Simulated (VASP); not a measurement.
# InSb (P4/mmm) in VASP: further runs

InSb is run at these levels: PBE; tasks: single point.

Program: VASP 6.6.1. These are calculated values, not measurements. Logs are shortened: lines on timing, memory, paths and dates and some standing lists are left out, and cuts for length are marked.

**1. The cell of the first run**

It takes space group P4/mmm (No. 123, tetragonal). Conventional cell: a = 3.031 Å, b = 3.031 Å, c = 6.215 Å, α = 90.00°, β = 90.00°, γ = 90.00°. Within 4.0 Å of In (site symmetry 4/mmm) lie 4 In at 3.03 Å and 2 Sb at 3.11 Å. Within 4.0 Å of Sb (site symmetry 4/mmm) lie 4 Sb at 3.03 Å and 2 In at 3.11 Å.

**2. Single point, PBE (strain -0.015 along x and y, +0.000 along z)**

The input, INCAR:

```
SYSTEM = InSb
ALGO = Normal ; EDIFF = 1E-6
ENCUT = 520 ; GGA = PE
ISIF = 2 ; ISMEAR = 0
LASPH = .True. ; LCHARG = .False.
LREAL = .False. ; LWAVE = .False.
NBANDS = 16 ; NELM = 60
PREC = Accurate ; SIGMA = 0.15
```

The input, KPOINTS:

```
k-points
0
Gamma
  16 16 8
  0 0 0
```

The input, POSCAR:

```
InSb
1.0
    3.0305061600      0.0000000000      0.0000000000
    0.0000000000      3.0305061600      0.0000000000
    0.0000000000      0.0000000000      6.2154700000
In Sb
1 1
Direct
    0.0000000000      0.0000000000      0.0000000000
    0.0000000000      0.0000000000      0.5000000000
```

Potentials or basis: VASP PAW PBE potentials, release 64 (In_d, Sb).

On the command line:

```
$ cat potpaw_PBE.64/In_d/POTCAR potpaw_PBE.64/Sb/POTCAR > POTCAR
$ mpirun -np 1 vasp_std > vasp.out
```

OUTCAR:

```text
SYSTEM = InSb
   EDIFF = 1E-6
   ENCUT = 520
   GGA = PE
   ISIF = 2
   ISMEAR = 0
   LASPH = .True.
   LREAL = .False.
   NELM = 60
   PREC = Accurate

 ion  position               nearest neighbor table
   1  0.000  0.000  0.000-   2 3.11   2 3.11
   2  0.000  0.000  0.500-   1 3.11   1 3.11

  LATTYP: Found a simple tetragonal cell.
 ALAT       =     3.0305061600
 C/A-ratio  =     2.0509676179

  Lattice vectors:

 A1 = (   3.0305061600,   0.0000000000,   0.0000000000)
 A2 = (   0.0000000000,   3.0305061600,   0.0000000000)
 A3 = (   0.0000000000,   0.0000000000,   6.2154700000)

Analysis of symmetry for initial positions (statically):
=====================================================================
 Subroutine PRICEL returns:
 Original cell was already a primitive cell.

 Routine SETGRP: Setting up the symmetry group for a
 simple tetragonal supercell.

 Subroutine GETGRP returns: Found 16 space group operations
 (whereof 16 operations were pure point group operations)
 out of a pool of 16 trial point group operations.

The static configuration has the point symmetry D_4h.

Analysis of symmetry for dynamics (positions and initial velocities):
=====================================================================
 Subroutine PRICEL returns:
 Original cell was already a primitive cell.

 Routine SETGRP: Setting up the symmetry group for a
 simple tetragonal supercell.

 Subroutine GETGRP returns: Found 16 space group operations
 (whereof 16 operations were pure point group operations)
 out of a pool of 16 trial point group operations.

The dynamic configuration has the point symmetry D_4h.

 Subroutine INISYM returns: Found 16 space group operations
 (whereof 16 operations are pure point group operations),
 and found     1 'primitive' translations

----------------------------------------------------------------------------------------

                                     Primitive cell

  volume of cell :      57.0827

  direct lattice vectors                    reciprocal lattice vectors
     3.030506160  0.000000000  0.000000000     0.329977881  0.000000000  0.000000000
     0.000000000  3.030506160  0.000000000     0.000000000  0.329977881  0.000000000
     0.000000000  0.000000000  6.215470000     0.000000000  0.000000000  0.160888879

  length of vectors
     3.030506160  3.030506160  6.215470000     0.329977881  0.329977881  0.160888879

  position of ions in fractional coordinates (direct lattice)
     0.000000000  0.000000000  0.000000000
     0.000000000  0.000000000  0.500000000

  ion indices of the primitive-cell ions
   primitive index   ion index
                 1           1
                 2           2

----------------------------------------------------------------------------------------

 KPOINTS: k-points

Automatic generation of k-mesh.
 Grid dimensions read from file:
 generate k-points for:   16   16    8

 Generating k-lattice:

  Cartesian coordinates                     Fractional coordinates (reciprocal lattice)
     0.020623618  0.000000000  0.000000000     0.062500000  0.000000000  0.000000000
     0.000000000  0.020623618  0.000000000     0.000000000  0.062500000  0.000000000
     0.000000000  0.000000000  0.020111110     0.000000000  0.000000000  0.125000000

  Length of vectors
     0.020623618  0.020623618  0.020111110

  Shift w.r.t. Gamma in fractional coordinates (k-lattice)
     0.000000000  0.000000000  0.000000000

 Subroutine IBZKPT returns following result:
 ===========================================

 Found    225 irreducible k-points:

 Following reciprocal coordinates:
            Coordinates               Weight
  0.000000  0.000000  0.000000      1.000000
  0.062500  0.000000  0.000000      4.000000
  0.125000  0.000000  0.000000      4.000000
  0.187500  0.000000  0.000000      4.000000
  0.250000  0.000000  0.000000      4.000000
  0.312500  0.000000  0.000000      4.000000
[... 16 lines left out ...]
  0.437500  0.125000  0.000000      8.000000
  0.500000  0.125000  0.000000      4.000000
 [... further k-points ...]
   k-points           NKPTS =    225   k-points in BZ     NKDIM =    225   number of bands    NBANDS=     16
   number of dos      NEDOS =    301   number of ions     NIONS =      2
   total plane-waves  NPLWV =  27648
   dimension x,y,z NGX =    24 NGY =   24 NGZ =   48
   dimension x,y,z NGXF=    48 NGYF=   48 NGZF=   96
   ions per type =               1   1
   NGX,Y,Z   is equivalent  to a cutoff of  13.17, 13.17, 12.84 a.u.
   NGXF,Y,Z  is equivalent  to a cutoff of  26.33, 26.33, 25.68 a.u.
 SYSTEM =  InSb
   PREC   = accura    normal or accurate (medium, high low for compatibility)
   ISTART =      0    job   : 0-new  1-cont  2-samecut
   ICHARG =      2    charge: 1-file 2-atom 10-const
   ISPIN  =      1    spin polarized calculation?
   LNONCOLLINEAR =      F non collinear calculations
   LSORBIT =      F    spin-orbit coupling
   LASPH  =      T    aspherical Exc in radial PAW
   ENCUT  =  520.0 eV  38.22 Ry    6.18 a.u.   5.63  5.63 11.56*2*pi/ulx,y,z
   NELM   =     60;   NELMIN=  2; NELMDL= -5     # of ELM steps
   EDIFF  = 0.1E-05   stopping-criterion for ELM
   LREAL  =      F    real-space projection
   EDIFFG = 0.1E-04   stopping-criterion for IOM
   NSW    =      0    number of steps for IOM
   IBRION =     -1    ionic relax: 0-MD 1-quasi-New 2-CG
   NFREE  =      0    steps in history (QN), initial steepest desc. (CG)
   ISIF   =      2    stress and relaxation
   ISYM   =      2    0-nonsym 1-usesym 2-fastsym
   POTIM  = 0.5000    time-step for ionic-motion
   TEBEG  =    0.0;   TEEND  =   0.0 temperature during run
   PSTRESS=    0.0 pullay stress
   NELECT =      18.0000    total number of electrons
   NUPDOWN=      -1.0000    fix difference up-down
   EMIN   =  10.00;   EMAX   =-10.00  energy-range for DOS
   EFERMI =   0.00;   METHOD = LEGACY
   ISMEAR =     0;   SIGMA  =   0.15  broadening in eV -4-tet -1-fermi 0-gaus
   EFERMI_NEDOS =   21; number of points for ismear=-14 and -15
   IALGO  =     38    algorithm
   IMIX   =      4    mixing-type and parameters
     AMIX     =   0.40;   BMIX     =  1.00
     AMIX_MAG =   1.60;   BMIX_MAG =  1.00
  volume/ion in A,a.u.               =      28.54       192.61
  Fermi-wavevector in a.u.,A,eV,Ry     =   1.114288  2.105700 16.893515  1.241638
  Thomas-Fermi vector in A             =   2.250882
   LORBIT       =      0    0 simple, 1 ext, 2 COOP (PROOUT), +10 PAW based schemes
   GGA     = PE    functional components
   LHFCALC =     F    Hartree Fock is set to
   AEXX    =    0.0000 exact exchange contribution
   IVDW    =     0    specifies the selected vdW correction
   LEPSILON=     F    determine dielectric tensor
   LRPA    =     F    only Hartree local field effects (RPA)
 non-spin polarized calculation
 Gauss-broadening in eV      SIGMA  =   0.15
  energy-cutoff  :      520.00
  volume of cell :       57.08
 maximum number of plane-waves:      1558
 NGX is ok and might be reduce to    24
   NGX = 11   NGY = 11   NGZ = 23

 number of electron      18.0000000 magnetization

 Free energy of the ion-electron system (eV)
  ---------------------------------------------------
  ext. energy  EPLUGINS =         0.00000000
  ---------------------------------------------------
  free energy    TOTEN  =        -6.57632852 eV

  energy without entropy =       -6.56647458  energy(sigma->0) =       -6.57140155

 E-fermi :   7.0053     XC(G=0):  -9.7859

 val. band max:        6.9998384898   @ k =   0.5000   0.3125   0.3750
 cond. band min:       7.0075453853   @ k =   0.5000   0.1875   0.2500
 fundamental gap:      0.0077068955
 Fermi energy:         7.0053158825

 k-point     1 :       0.0000    0.0000    0.0000
  band No.  band energies     occupation
      1      -8.0261      2.00000
      2      -7.7825      2.00000
      3      -7.3848      2.00000
      4      -7.3848      2.00000
      5      -7.2853      2.00000
      6      -4.7633      2.00000
[... 8 lines left out ...]
     15      16.1547      0.00000
     16      16.7550      0.00000

 k-point     2 :       0.0625    0.0000    0.0000
  band No.  band energies     occupation
      1      -8.0109      2.00000
      2      -7.7734      2.00000
      3      -7.3955      2.00000
      4      -7.3840      2.00000
      5      -7.2932      2.00000
      6      -4.7011      2.00000
[... 8 lines left out ...]
     15      16.2373      0.00000
     16      17.1880      0.00000

 k-point     3 :       0.1250    0.0000    0.0000
  band No.  band energies     occupation
      1      -7.9722      2.00000
      2      -7.7429      2.00000
      3      -7.4256      2.00000
      4      -7.3815      2.00000
      5      -7.3156      2.00000
      6      -4.5153      2.00000
[... 8 lines left out ...]
     15      16.2275      0.00000
     16      16.4817      0.00000

 k-point     4 :       0.1875    0.0000    0.0000
  band No.  band energies     occupation
      1      -7.9272      2.00000
      2      -7.6846      2.00000
      3      -7.4701      2.00000
      4      -7.3778      2.00000
      5      -7.3488      2.00000
      6      -4.2082      2.00000
[... 8 lines left out ...]
     15      16.3909      0.00000
     16      16.8769      0.00000
[... 324 lines left out ...]
 k-point    22 :       0.3750    0.1250    0.0000
  band No.  band energies     occupation
      1      -7.7592      2.00000
      2      -7.6088      2.00000
      3      -7.5045      2.00000
      4      -7.4073      2.00000
      5      -7.4031      2.00000
      6      -2.4414      2.00000
[... 8 lines left out ...]
     15      16.8275      0.00000
     16      17.6688      0.00000

 k-point    23 :       0.4375    0.1250    0.0000
  band No.  band energies     occupation
      1      -7.7502      2.00000
      2      -7.6365      2.00000
      3      -7.5275      2.00000
      4      -7.4003      2.00000
      5      -7.3474      2.00000
      6      -1.9116      2.00000
[... 8 lines left out ...]
     15      16.7928      0.00000
     16      18.2098      0.00000

 k-point    24 :       0.5000    0.1250    0.0000
  band No.  band energies     occupation
      1      -7.7472      2.00000
      2      -7.6461      2.00000
      3      -7.5357      2.00000
      4      -7.3993      2.00000
      5      -7.3261      2.00000
      6      -1.6707      2.00000
[... 8 lines left out ...]
     15      17.1117      0.00000
     16      18.8512      0.00000

 [... further k-points ...]

------------------------ aborting loop because EDIFF is reached ----------------------------------------

  FORCE on cell =-STRESS in cart. coord.  units (eV):
  Direction    XX          YY          ZZ          XY          YZ          ZX
  --------------------------------------------------------------------------------------
  -------------------------------------------------------------------------------------
  Total        1.0073160      1.0073160      0.2213326      0.0000000      0.0000000     -0.0000000
  in kB       28.2730068     28.2730068      6.2122899      0.0000000      0.0000000     -0.0000000
  external PRESSURE =      20.9194345 kB  Pullay stress =       0.0000000 kB

 VOLUME and BASIS-vectors are now :
 -----------------------------------------------------------------------------
  energy-cutoff  :      520.00
  volume of cell :       57.08
      direct lattice vectors                 reciprocal lattice vectors
     3.030506160  0.000000000  0.000000000     0.329977881  0.000000000  0.000000000
     0.000000000  3.030506160  0.000000000     0.000000000  0.329977881  0.000000000
     0.000000000  0.000000000  6.215470000     0.000000000  0.000000000  0.160888879

 POSITION                                       TOTAL-FORCE (eV/Angst)
 -----------------------------------------------------------------------------------
      0.00000      0.00000      0.00000         0.000000      0.000000      0.000000
      0.00000      0.00000      3.10773         0.000000      0.000000      0.000000
 -----------------------------------------------------------------------------------
    total drift:                                0.000000     -0.000000     -0.000000

  FREE ENERGIE OF THE ION-ELECTRON SYSTEM (eV)
  ---------------------------------------------------
  free  energy   TOTEN  =        -6.5763285166 eV

  energy  without entropy=       -6.5664745822  energy(sigma->0) =       -6.57140155
```

Wall time 1.9 min (1 thread of Intel Xeon Platinum 8375C at 2.90GHz (Ice Lake), shared host); peak memory 0.33 GiB.

What came out:

| Item | Value |
| --- | --- |
| Free energy | -6.5763 eV |
| Pressure | 2.1 GPa |
| Band gap on the k mesh | zero (band 9 reaches 11.48 eV, above the bottom of band 10 at 5.25 eV) |

Levels at points of the mesh, in eV from the Fermi level:
```
           k point  band 6  band 7  band 8  band 9  band 10  band 11  band 12  band 13
(0.00, 0.00, 0.00)  -11.77   -7.04   -4.71    4.48     4.48     4.95     7.95     8.31
(0.50, 0.00, 0.00)   -8.92   -5.18   -3.31   -2.25    -1.75     2.91     6.81     7.73
(0.50, 0.50, 0.00)   -5.86   -2.92   -2.92    0.10     0.89     0.96     0.96     2.76
(0.00, 0.00, 0.50)  -11.64   -8.27   -1.11    0.03     4.65     4.65     8.00     8.39
(0.50, 0.00, 0.50)   -8.88   -4.92   -4.79   -2.53     1.64     3.03     5.64     6.47
(0.50, 0.50, 0.50)   -5.86   -2.73   -2.73   -1.36     0.30     0.30     3.05     4.67
```

Caveat: the cell differs from its parent crystal (strain -0.015 along x and y, +0.000 along z); spin-orbit coupling is left out, which moves the levels of the heavy elements.

(Continued in part 2 of 2.)
